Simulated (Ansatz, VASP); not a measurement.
**One calculation of Mg3Zn2O3, two programs**

```
Mg Zn O
1.0
     3.03396    0.00000    0.00000
     0.00000    3.03396    0.00000
     0.00000    0.00000   20.02412
Mg Zn O
6 4 6
Direct
  0.00000 0.50000 0.94700
  0.00000 0.50000 0.15900
  0.00000 0.50000 0.73500
  0.50000 0.00000 0.84100
  0.50000 0.00000 0.05300
  0.50000 0.00000 0.26500
  0.00000 0.50000 0.37100
  0.50000 0.00000 0.62900
  0.00000 0.50000 0.54300
  0.50000 0.00000 0.45700
  0.00000 0.50000 0.84100
  0.00000 0.50000 0.26500
  0.00000 0.50000 0.05300
  0.50000 0.00000 0.94700
  0.50000 0.00000 0.15900
  0.50000 0.00000 0.73500
```

Alike in both runs: task relaxation of cell and atoms; functional PBE; k mesh 5 × 5 × 1; occupations gaussian, width 0.2 eV; no spin polarisation.

|  | VASP | Ansatz |
| --- | --- | --- |
| version | VASP 6.6.1 | Ansatz 0.2.0 |
| potentials or method | VASP PAW PBE potentials, release 64 (Mg, Zn, O), cutoff 600 eV | scalar-relativistic, plane waves, PAW |
| valence electrons in the cell | 96 | 144 |

Ansatz gave:

* gap on the k mesh at the Fermi level, each at its own relaxed structure (eV): none
* relaxed volume (Å³/atom): 11.43
* relaxed length of the cell vector where the two differ most in proportion (Å): 20.560

Q: Estimate VASP's values.

A: gap on the k mesh at the Fermi level, each at its own relaxed structure (eV): none; relaxed volume (Å³/atom): 11.36; relaxed length of the cell vector where the two differ most in proportion (Å): 20.467.

A gap of «none» marks a metal or a gap that the smearing closes. VASP's potentials hold 96 valence electrons a cell and Ansatz's 144, so a difference there can come from the potentials and not from the codes.

The k mesh is coarse, so the values compare programs but aren't converged.
